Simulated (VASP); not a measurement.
The system is AlPt.

```
Al Pt
1.0
     3.09155    0.00000    0.00000
     0.00000    3.09155    0.00000
     0.00000    0.00000    3.09155
Al Pt
1 1
Direct
  0.00000 0.00000 0.00000
  0.50000 0.50000 0.50000
```

* Program: VASP 6.6.1
* Task: relaxation of cell and atoms
* Functional: r2SCAN
* Potentials or basis: VASP PAW PBE potentials, release 64 (Al, Pt)
* Cutoff: 600 eV
* k mesh: 7 × 7 × 7
* Occupations: fermi-dirac, width 0.1 eV
* Spin: no spin polarisation

At the start: pressure -5.1 GPa; volume 14.77 Å³/atom.

Problem. Where does the relaxation end?

Solution. Over 3 steps the energy falls by 6.3 meV/atom and the volume is 14.39 Å³/atom (-2.6 %); space group Pm-3m (No. 221, to 0.05 Å).

The path:
| step | energy change (eV) | largest force (eV/Å) | pressure (GPa) | volume (Å³) |
| --- | --- | --- | --- | --- |
| 1 | 0.0000 | 0.0000 | -5.08 | 29.55 |
| 2 | 0.0218 | 0.0000 | 9.70 | 27.59 |
| 3 | -0.0126 | 0.0000 | 0.00 | 28.79 |

Final structure:
```yaml
crystal:
  lattice:
    - [3.06475, 0.00000, 0.00000]
    - [0.00000, 3.06475, 0.00000]
    - [0.00000, 0.00000, 3.06475]
  atoms:
    - { symbol: Al, position: [0.00000, 0.00000, 0.00000] }
    - { symbol: Pt, position: [0.50000, 0.50000, 0.50000] }
```

Caveat: the PAW data sets were made with another functional, which shifts forces and pressure a little.
